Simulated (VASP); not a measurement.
Set up this calculation in VASP 6.6.1, as the native input.

* Task: single point
* Functional: BLYP
* Potentials or basis: VASP PAW PBE potentials, release 64 (Cr_pv)
* Cutoff: 520 eV
* k mesh: 11 × 11 × 11
* Occupations: fermi-dirac, width 0.1 eV
* Spin: no spin polarisation
* Dipole correction: no
* Further INCAR settings: ALGO = Normal; EDIFF = 1e-06; NBANDS = 19

The structure of Cr lies in POSCAR:

```
Cr
1.0
    0.0000000000      2.5885396673      2.5885396673
    2.5885396673      0.0000000000      2.5885396673
    2.5885396673      2.5885396673      0.0000000000
Cr
2
Direct
    0.1250000000      0.1250000000      0.1250000000
    0.8750000000      0.8750000000      0.8750000000
```

The input as run:

INCAR

```
SYSTEM = Cr
  PREC = Accurate
  ENCUT = 520
  EDIFF = 1E-6
  ISMEAR = -1
  SIGMA = 0.1
  LREAL = .FALSE.
  LASPH = .TRUE.
  NELM = 80
  ALGO = Normal
  ISIF = 2
  LWAVE = .FALSE.
  LCHARG = .FALSE.
  GGA = B5
  ALDAX = 1.0
  AGGAX = 1.0
  AGGAC = 1.0
  ALDAC = 0.0
  NBANDS = 19
```

KPOINTS

```
regular mesh
0
G
  11 11 11
  0 0 0
```

Potentials or basis: VASP PAW PBE potentials, release 64 (Cr_pv).

The run is started by

```bash
$ cat potpaw_PBE.64/Cr_pv/POTCAR > POTCAR
$ mpirun -np 1 vasp_std > vasp.out
```

It gave:

```yaml
Pressure: 0.2 GPa
Band_gap_on_the_k_mesh: zero (band 12 reaches 6.59 eV, above the bottom of band 13 at 6.07 eV)
```

Caveat: the PAW data sets were made with another functional, which shifts forces and pressure a little; the run has no spin polarisation, though such a crystal can be magnetic.

It took 19 s on 1 thread of Intel(R) Xeon(R) 6975P-C (Granite Rapids), on a shared host, peak memory 0.16 GiB.
